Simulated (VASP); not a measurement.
Co, 1 atom in the cell. The structure is cubic, space group Fm-3m (No. 225). Conventional cell: a = 3.474 Å, b = 3.474 Å, c = 3.474 Å, α = 90.00°, β = 90.00°, γ = 90.00°. Within 3.2 Å of Co (site symmetry m-3m) lie 12 Co at 2.46 Å. This isn't the form of Co at room conditions, which is hcp.

* Program: VASP 6.6.1
* Task: relaxation of cell and atoms
* Functional: PBEsol
* Potentials or basis: VASP PAW PBE potentials, release 64 (Co)
* Cutoff: 600 eV
* k mesh: 20 × 20 × 20
* Occupations: gaussian, width 0.1 eV
* Spin: collinear spin, ferromagnetic start
* Starting moments: [1.91] μB
* Dipole correction: no
* Further INCAR settings: ALGO = Normal; EDIFF = 1e-06; IBRION = 2; EDIFFG = -0.01; NSW = 80; ISIF = 3

Potentials or basis: VASP PAW PBE potentials, release 64 (Co).

The run is started by

```bash
$ cat potpaw_PBE.64/Co/POTCAR > POTCAR
$ mpirun -np 1 vasp_std > vasp.out
```

Hardware: 1 thread of Intel Xeon 8259CL, on a shared host.

Estimate the wall time of this run.

Wall time 2.3 min on 1 thread of Intel Xeon 8259CL, on a shared host, peak memory 0.18 GiB. Counts: scf iterations 28, k points 256, ion steps 3.
